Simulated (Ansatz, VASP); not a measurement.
**Two plane-wave programs on TaS2**

```
Ta S
1.0
     3.38286    0.00000    0.00000
    -1.69143    2.92964    0.00000
     0.00000    0.00000    6.16798
Ta S
1 2
Direct
  0.00000 0.00000 0.00000
  0.66667 0.33333 0.75428
  0.33333 0.66667 0.24572
```

Alike in both runs: task single point; functional PBE; dispersion D3(BJ); k mesh 6 × 6 × 4; occupations gaussian, width 0.1 eV; collinear spin.

|  | VASP | Ansatz |
| --- | --- | --- |
| version | VASP 6.6.1 | Ansatz 0.2.0 |
| potentials or method | VASP PAW PBE potentials, release 64 (Ta_pv, S), cutoff 500 eV | scalar-relativistic, plane waves, PAW |
| valence electrons in the cell | 23 | 25 |

```csv
,VASP,Ansatz,Ansatz less VASP
gap on the k mesh at the Fermi level (eV),none,none,-
pressure (GPa),-1.8,-1.7,+0.03
"traceless stress, the component that is largest in VASP (GPa)",0.38,0.33,-0.050
rms of the force components (eV/Å),0.073,0.070,-0.0031
net moment per atom (μB),0.00,0.00,0.000
```

Atom by atom the forces differ by 0.003 eV/Å (rms over components). A gap of «none» marks a metal or a gap that the smearing closes. VASP's potentials hold 23 valence electrons a cell and Ansatz's 25, so a difference there can come from the potentials and not from the codes. Ansatz's warnings: seeded moment not kept.

Neither program's run includes spin-orbit coupling.
